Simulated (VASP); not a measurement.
# SnO2 (Pnnm) in VASP: a series of runs

Runs on SnO2. Level: LDA. Tasks: single point.

Program: VASP 6.6.1. These are calculated values, not measurements. Logs are shortened: lines on timing, memory, paths and dates and some standing lists are left out, and cuts for length are marked.

### Step 1. The cell of the first run

The structure is orthorhombic, space group Pnnm (No. 58). The conventional cell has a = 4.721 Å, b = 4.724 Å, c = 3.190 Å, α = 90.00°, β = 90.00°, γ = 90.00°. Within 2.7 Å of Sn (site symmetry 2/m) lie 6 O at 2.05 to 2.06 Å. O (site symmetry m) has 3 Sn at 2.05 to 2.06 Å and 1 O at 2.60 Å within 2.7 Å.

### Step 2. Single point, LDA (mode 4 (103.1 1/cm) frozen in, largest displacement -0.100 Å)

Contents of INCAR:

```
SYSTEM = SnO2
PREC = Accurate
ENCUT = 520
EDIFF = 1E-6
ISMEAR = 0
SIGMA = 0.05
LREAL = .False.
LASPH = .True.
NELM = 60
ALGO = Normal
ISIF = 2
LWAVE = .False.
LCHARG = .True.
GGA = CA
LELF = .True.
LVHAR = .True.
NBANDS = 35
```

Contents of KPOINTS:

```
Automatic mesh
0
Gamma
  6 6 8
  0 0 0
```

Contents of POSCAR:

```
SnO2
1.0
    4.7212714761      0.0000000000      0.0000000000
    0.0000000000      4.7242464798      0.0000000000
    0.0000000000      0.0000000000      3.1900193999
Sn O
2 4
Direct
    0.5000000000      0.5000000000      0.5000000000
    0.0000000000      0.0000000000      0.0000000000
    0.2905956025      0.3215453986      0.0000000000
    0.7905956025      0.1784546014      0.5000000000
    0.2094043975      0.8215453986      0.5000000000
    0.7094043975      0.6784546014      0.0000000000
```

Potentials or basis: VASP PAW LDA potentials, release 64 (Sn_d, O).

Command:

```sh
> cat potpaw_LDA.64/Sn_d/POTCAR potpaw_LDA.64/O/POTCAR > POTCAR
> mpirun -np 1 vasp_std > vasp.out
```

OUTCAR:

```text
SYSTEM = SnO2
   PREC = Accurate
   ENCUT = 520
   EDIFF = 1E-6
   ISMEAR = 0
   LREAL = .False.
   LASPH = .True.
   NELM = 60
   ISIF = 2
   GGA = CA

 ion  position               nearest neighbor table
   1  0.500  0.500  0.500-   4 2.05   5 2.05   3 2.06   6 2.06   3 2.06   6 2.06   2 3.70   2 3.70
                             2 3.70   2 3.70   2 3.70   2 3.70   2 3.70   2 3.70
   2  0.000  0.000  0.000-   3 2.05   6 2.05   5 2.06   4 2.06   4 2.06   5 2.06   1 3.70   1 3.70
                             1 3.70   1 3.70   1 3.70   1 3.70   1 3.70   1 3.70
   3  0.291  0.322  0.000-   2 2.05   1 2.06   1 2.06
   4  0.791  0.178  0.500-   1 2.05   2 2.06   2 2.06
   5  0.209  0.822  0.500-   1 2.05   2 2.06   2 2.06
   6  0.709  0.678  0.000-   2 2.05   1 2.06   1 2.06

  LATTYP: Found a simple orthorhombic cell.
 ALAT       =     3.1900193999
 B/A-ratio  =     1.4800134056
 C/A-ratio  =     1.4809460030

  Lattice vectors:

 A1 = (   0.0000000000,   0.0000000000,   3.1900193999)
 A2 = (   4.7212714761,   0.0000000000,   0.0000000000)
 A3 = (   0.0000000000,   4.7242464798,   0.0000000000)

Analysis of symmetry for initial positions (statically):
=====================================================================
 Subroutine PRICEL returns:
 Original cell was already a primitive cell.

 Routine SETGRP: Setting up the symmetry group for a
 simple orthorhombic supercell.

 Subroutine GETGRP returns: Found  8 space group operations
 (whereof  4 operations were pure point group operations)
 out of a pool of  8 trial point group operations.

The static configuration has the point symmetry C_2h.
 The point group associated with its full space group is D_2h.

Analysis of symmetry for dynamics (positions and initial velocities):
=====================================================================
 Subroutine PRICEL returns:
 Original cell was already a primitive cell.

 Routine SETGRP: Setting up the symmetry group for a
 simple orthorhombic supercell.

 Subroutine GETGRP returns: Found  8 space group operations
 (whereof  4 operations were pure point group operations)
 out of a pool of  8 trial point group operations.

The dynamic configuration has the point symmetry C_2h.
 The point group associated with its full space group is D_2h.

 Subroutine INISYM returns: Found  8 space group operations
 (whereof  4 operations are pure point group operations),
 and found     1 'primitive' translations

----------------------------------------------------------------------------------------

                                     Primitive cell

  volume of cell :      71.1516

  direct lattice vectors                    reciprocal lattice vectors
     4.721271476  0.000000000  0.000000000     0.211807350  0.000000000  0.000000000
     0.000000000  4.724246480  0.000000000     0.000000000  0.211673968  0.000000000
     0.000000000  0.000000000  3.190019400     0.000000000  0.000000000  0.313477717

  length of vectors
     4.721271476  4.724246480  3.190019400     0.211807350  0.211673968  0.313477717

  position of ions in fractional coordinates (direct lattice)
     0.500000000  0.500000000  0.500000000
     0.000000000  0.000000000  0.000000000
     0.290595602  0.321545399  0.000000000
     0.790595602  0.178454601  0.500000000
     0.209404398  0.821545399  0.500000000
     0.709404398  0.678454601  0.000000000

  ion indices of the primitive-cell ions
   primitive index   ion index
                 1           1
                 2           2
                 3           3
                 4           4
                 5           5
                 6           6

----------------------------------------------------------------------------------------

 KPOINTS: Automatic mesh

Automatic generation of k-mesh.
 Grid dimensions read from file:
 generate k-points for:    6    6    8

 Generating k-lattice:

  Cartesian coordinates                     Fractional coordinates (reciprocal lattice)
     0.035301225  0.000000000  0.000000000     0.166666667  0.000000000  0.000000000
     0.000000000  0.035278995  0.000000000     0.000000000  0.166666667  0.000000000
     0.000000000  0.000000000  0.039184715     0.000000000  0.000000000  0.125000000

  Length of vectors
     0.035301225  0.035278995  0.039184715

  Shift w.r.t. Gamma in fractional coordinates (k-lattice)
     0.000000000  0.000000000  0.000000000

 Subroutine IBZKPT returns following result:
 ===========================================

 Found     80 irreducible k-points:

 Following reciprocal coordinates:
            Coordinates               Weight
  0.000000  0.000000  0.000000      1.000000
  0.166667  0.000000  0.000000      2.000000
  0.333333  0.000000  0.000000      2.000000
  0.500000  0.000000  0.000000      1.000000
  0.000000  0.166667  0.000000      2.000000
  0.166667  0.166667  0.000000      4.000000
[... 16 lines left out ...]
  0.333333  0.166667  0.125000      8.000000
  0.500000  0.166667  0.125000      4.000000
 [... further k-points ...]
   k-points           NKPTS =     80   k-points in BZ     NKDIM =     80   number of bands    NBANDS=     35
   number of dos      NEDOS =    301   number of ions     NIONS =      6
   total plane-waves  NPLWV =  31104
   dimension x,y,z NGX =    36 NGY =   36 NGZ =   24
   dimension x,y,z NGXF=    72 NGYF=   72 NGZF=   48
   ions per type =               2   4
   NGX,Y,Z   is equivalent  to a cutoff of  12.68, 12.67, 12.51 a.u.
   NGXF,Y,Z  is equivalent  to a cutoff of  25.35, 25.34, 25.01 a.u.
 SYSTEM =  SnO2
   PREC   = accura    normal or accurate (medium, high low for compatibility)
   ISTART =      0    job   : 0-new  1-cont  2-samecut
   ICHARG =      2    charge: 1-file 2-atom 10-const
   ISPIN  =      1    spin polarized calculation?
   LNONCOLLINEAR =      F non collinear calculations
   LSORBIT =      F    spin-orbit coupling
   LASPH  =      T    aspherical Exc in radial PAW
   ENCUT  =  520.0 eV  38.22 Ry    6.18 a.u.   8.78  8.78  5.93*2*pi/ulx,y,z
   NELM   =     60;   NELMIN=  2; NELMDL= -5     # of ELM steps
   EDIFF  = 0.1E-05   stopping-criterion for ELM
   LREAL  =      F    real-space projection
   EDIFFG = 0.1E-04   stopping-criterion for IOM
   NSW    =      0    number of steps for IOM
   IBRION =     -1    ionic relax: 0-MD 1-quasi-New 2-CG
   NFREE  =      0    steps in history (QN), initial steepest desc. (CG)
   ISIF   =      2    stress and relaxation
   ISYM   =      2    0-nonsym 1-usesym 2-fastsym
   POTIM  = 0.5000    time-step for ionic-motion
   TEBEG  =    0.0;   TEEND  =   0.0 temperature during run
   PSTRESS=    0.0 pullay stress
   NELECT =      52.0000    total number of electrons
   NUPDOWN=      -1.0000    fix difference up-down
   EMIN   =  10.00;   EMAX   =-10.00  energy-range for DOS
   EFERMI =   0.00;   METHOD = LEGACY
   ISMEAR =     0;   SIGMA  =   0.05  broadening in eV -4-tet -1-fermi 0-gaus
   EFERMI_NEDOS =   21; number of points for ismear=-14 and -15
   IALGO  =     38    algorithm
   IMIX   =      4    mixing-type and parameters
     AMIX     =   0.40;   BMIX     =  1.00
     AMIX_MAG =   1.60;   BMIX_MAG =  1.00
  volume/ion in A,a.u.               =      11.86        80.03
  Fermi-wavevector in a.u.,A,eV,Ry     =   1.474623  2.786633 29.586045  2.174513
  Thomas-Fermi vector in A             =   2.589372
   LORBIT       =      0    0 simple, 1 ext, 2 COOP (PROOUT), +10 PAW based schemes
   GGA     = CA    functional components
   LHFCALC =     F    Hartree Fock is set to
   AEXX    =    0.0000 exact exchange contribution
   IVDW    =     0    specifies the selected vdW correction
   LEPSILON=     F    determine dielectric tensor
   LRPA    =     F    only Hartree local field effects (RPA)
 non-spin polarized calculation
 Gauss-broadening in eV      SIGMA  =   0.05
  energy-cutoff  :      520.00
  volume of cell :       71.15
 maximum number of plane-waves:      1944
 NGX is ok and might be reduce to    36
   NGX = 17   NGY = 17   NGZ = 11

 number of electron      51.9999990 magnetization

 Free energy of the ion-electron system (eV)
  ---------------------------------------------------
  ext. energy  EPLUGINS =         0.00000000
  ---------------------------------------------------
  free energy    TOTEN  =       -42.26700588 eV

  energy without entropy =      -42.26700588  energy(sigma->0) =      -42.26700588

 E-fermi :   6.1612     XC(G=0): -11.8356

 val. band max:        5.8649010528   @ k =   0.0000   0.0000   0.0000
 cond. band min:       7.1347324351   @ k =   0.0000   0.0000   0.0000
 fundamental gap:      1.2698313822
 Fermi energy:         6.1612234282

 k-point     1 :       0.0000    0.0000    0.0000
  band No.  band energies     occupation
      1     -15.0741      2.00000
      2     -14.3008      2.00000
      3     -14.0328      2.00000
      4     -14.0151      2.00000
      5     -14.0085      2.00000
      6     -13.9331      2.00000
[... 27 lines left out ...]
     34      18.0565      0.00000
     35      18.1399      0.00000

 k-point     2 :       0.1667    0.0000    0.0000
  band No.  band energies     occupation
      1     -15.0310      2.00000
      2     -14.3486      2.00000
      3     -14.0321      2.00000
      4     -14.0127      2.00000
      5     -14.0068      2.00000
      6     -13.9678      2.00000
[... 27 lines left out ...]
     34      18.0755      0.00000
     35      18.0949      0.00000

 k-point     3 :       0.3333    0.0000    0.0000
  band No.  band energies     occupation
      1     -14.9063      2.00000
      2     -14.5045      2.00000
      3     -14.0300      2.00000
      4     -14.0104      2.00000
      5     -14.0075      2.00000
      6     -14.0038      2.00000
[... 27 lines left out ...]
     34      18.1047      0.00000
     35      18.3433      0.00000
[... 723 lines left out ...]
 k-point    23 :       0.3333    0.1667    0.1250
  band No.  band energies     occupation
      1     -14.8402      2.00000
      2     -14.5229      2.00000
      3     -14.1587      2.00000
      4     -14.1513      2.00000
      5     -13.9850      2.00000
      6     -13.9436      2.00000
[... 27 lines left out ...]
     34      17.9802      0.00000
     35      18.4122      0.00000

 k-point    24 :       0.5000    0.1667    0.1250
  band No.  band energies     occupation
      1     -14.6962      2.00000
      2     -14.6962      2.00000
      3     -14.1560      2.00000
      4     -14.1560      2.00000
      5     -13.9647      2.00000
      6     -13.9647      2.00000
[... 27 lines left out ...]
     34      18.1062      0.00000
     35      18.3245      0.00000

 [... further k-points ...]

------------------------ aborting loop because EDIFF is reached ----------------------------------------

  FORCE on cell =-STRESS in cart. coord.  units (eV):
  Direction    XX          YY          ZZ          XY          YZ          ZX
  --------------------------------------------------------------------------------------
  -------------------------------------------------------------------------------------
  Total       -0.0834099      0.4061054      0.3604694     -0.0000000      0.0000000      0.0000000
  in kB       -1.8782058      9.1445951      8.1169730     -0.0000000      0.0000000      0.0000000
  external PRESSURE =       5.1277874 kB  Pullay stress =       0.0000000 kB

 VOLUME and BASIS-vectors are now :
 -----------------------------------------------------------------------------
  energy-cutoff  :      520.00
  volume of cell :       71.15
      direct lattice vectors                 reciprocal lattice vectors
     4.721271476  0.000000000  0.000000000     0.211807350  0.000000000  0.000000000
     0.000000000  4.724246480  0.000000000     0.000000000  0.211673968  0.000000000
     0.000000000  0.000000000  3.190019400     0.000000000  0.000000000  0.313477717

 POSITION                                       TOTAL-FORCE (eV/Angst)
 -----------------------------------------------------------------------------------
      2.36064      2.36212      1.59501        -0.000000     -0.000000      0.000000
      0.00000      0.00000      0.00000        -0.000000     -0.000000      0.000000
      1.37198      1.51906      0.00000         0.051586     -0.043838      0.000000
      3.73262      0.84306      1.59501         0.051586      0.043838      0.000000
      0.98866      3.88118      1.59501        -0.051586     -0.043838     -0.000000
      3.34929      3.20519      0.00000        -0.051586      0.043838      0.000000
 -----------------------------------------------------------------------------------
    total drift:                                0.000000      0.000000      0.000000

  FREE ENERGIE OF THE ION-ELECTRON SYSTEM (eV)
  ---------------------------------------------------
  free  energy   TOTEN  =       -42.2670058772 eV

  energy  without entropy=      -42.2670058772  energy(sigma->0) =      -42.26700588
```

It took 58 s on 1 thread of Intel Xeon 6975P-C (Granite Rapids), shared host; peak memory 0.25 GiB.

Results:

```
Free energy            : -42.2670 eV
Pressure               : 0.5 GPa
Largest force          : 0.068 eV/Å
Band gap on the k mesh : 1.27 eV, direct
```

Forces on the atoms (eV/Å):
```
Sn   0.000  0.000  0.000
Sn   0.000  0.000  0.000
O    0.052 -0.044  0.000
O    0.052  0.044  0.000
O   -0.052 -0.044  0.000
O   -0.052  0.044  0.000
```

Caveat: the cell differs from its parent crystal (mode 4 (103.1 1/cm) frozen in, largest displacement -0.100 Å); spin-orbit coupling is left out, which moves the levels of the heavy elements.

### Step 3. Single point, LDA (mode 4 (103.1 1/cm) frozen in, largest displacement +0.050 Å)

Contents of INCAR:

```
SYSTEM = SnO2
PREC = Accurate ; ENCUT = 520
EDIFF = 1E-6 ; ISMEAR = 0
SIGMA = 0.05 ; LREAL = .False.
LASPH = .True. ; NELM = 60
ALGO = Normal ; ISIF = 2
LWAVE = .False. ; LCHARG = .False.
NBANDS = 35
```

Contents of KPOINTS:

```
regular mesh
0
Gamma
  6 6 8
  0 0 0
```

Contents of POSCAR:

```
SnO2
1.0
    4.7212714761      0.0000000000      0.0000000000
    0.0000000000      4.7242464798      0.0000000000
    0.0000000000      0.0000000000      3.1900193999
Sn O
2 4
Direct
    0.5000000000      0.5000000000      0.5000000000
    0.0000000000      0.0000000000      0.0000000000
    0.3130526515      0.2990854795      0.0000000000
    0.8130526515      0.2009145205      0.5000000000
    0.1869473485      0.7990854795      0.5000000000
    0.6869473485      0.7009145205      0.0000000000
```

Potentials or basis: VASP PAW LDA potentials, release 64 (Sn_d, O).

Command:

```sh
> cat potpaw_LDA.64/Sn_d/POTCAR potpaw_LDA.64/O/POTCAR > POTCAR
> mpirun -np 1 vasp_std > vasp.out
```

OUTCAR:

```text
SYSTEM = SnO2
   PREC = Accurate
   ENCUT = 520
   EDIFF = 1E-6
   ISMEAR = 0
   LREAL = .False.
   LASPH = .True.
   NELM = 60
   ISIF = 2

 ion  position               nearest neighbor table
   1  0.500  0.500  0.500-   4 2.04   5 2.04   3 2.06   6 2.06   3 2.06   6 2.06   2 3.70   2 3.70
                             2 3.70   2 3.70   2 3.70   2 3.70   2 3.70   2 3.70
   2  0.000  0.000  0.000-   3 2.04   6 2.04   5 2.06   4 2.06   4 2.06   5 2.06   1 3.70   1 3.70
                             1 3.70   1 3.70   1 3.70   1 3.70   1 3.70   1 3.70
   3  0.313  0.299  0.000-   2 2.04   1 2.06   1 2.06
   4  0.813  0.201  0.500-   1 2.04   2 2.06   2 2.06
   5  0.187  0.799  0.500-   1 2.04   2 2.06   2 2.06
   6  0.687  0.701  0.000-   2 2.04   1 2.06   1 2.06

  LATTYP: Found a simple orthorhombic cell.
 ALAT       =     3.1900193999
[... 1122 lines left out ...]
  in kB       10.8972249      5.0935107     12.8923120      0.0000000      0.0000000      0.0000000
  external PRESSURE =       9.6276825 kB  Pullay stress =       0.0000000 kB

 VOLUME and BASIS-vectors are now :
 -----------------------------------------------------------------------------
  energy-cutoff  :      520.00
  volume of cell :       71.15
      direct lattice vectors                 reciprocal lattice vectors
     4.721271476  0.000000000  0.000000000     0.211807350  0.000000000  0.000000000
     0.000000000  4.724246480  0.000000000     0.000000000  0.211673968  0.000000000
     0.000000000  0.000000000  3.190019400     0.000000000  0.000000000  0.313477717

 POSITION                                       TOTAL-FORCE (eV/Angst)
 -----------------------------------------------------------------------------------
      2.36064      2.36212      1.59501         0.000000      0.000000      0.000000
      0.00000      0.00000      0.00000         0.000000      0.000000      0.000000
      1.47801      1.41295      0.00000        -0.030256      0.008654      0.000000
      3.83864      0.94917      1.59501        -0.030256     -0.008654      0.000000
      0.88263      3.77508      1.59501         0.030256      0.008654     -0.000000
      3.24326      3.31129      0.00000         0.030256     -0.008654     -0.000000
 -----------------------------------------------------------------------------------
    total drift:                               -0.000000      0.000000      0.000000

  FREE ENERGIE OF THE ION-ELECTRON SYSTEM (eV)
  ---------------------------------------------------
  free  energy   TOTEN  =       -42.2773123866 eV

  energy  without entropy=      -42.2773123866  energy(sigma->0) =      -42.27731239
```

Wall time 54 s (1 thread of Intel Xeon 6975P-C (Granite Rapids), shared host); peak memory 0.26 GiB.

Results:

```yaml
Free_energy: -42.2773 eV
Pressure: 1.0 GPa
Largest_force: 0.031 eV/Å
Band_gap_on_the_k_mesh: 1.21 eV, direct
```

Forces on the atoms (eV/Å):
```
Sn   0.000  0.000  0.000
Sn   0.000  0.000  0.000
O   -0.030  0.009  0.000
O   -0.030 -0.009  0.000
O    0.030  0.009  0.000
O    0.030 -0.009  0.000
```

Caveat: the cell differs from its parent crystal (mode 4 (103.1 1/cm) frozen in, largest displacement +0.050 Å); spin-orbit coupling is left out, which moves the levels of the heavy elements.
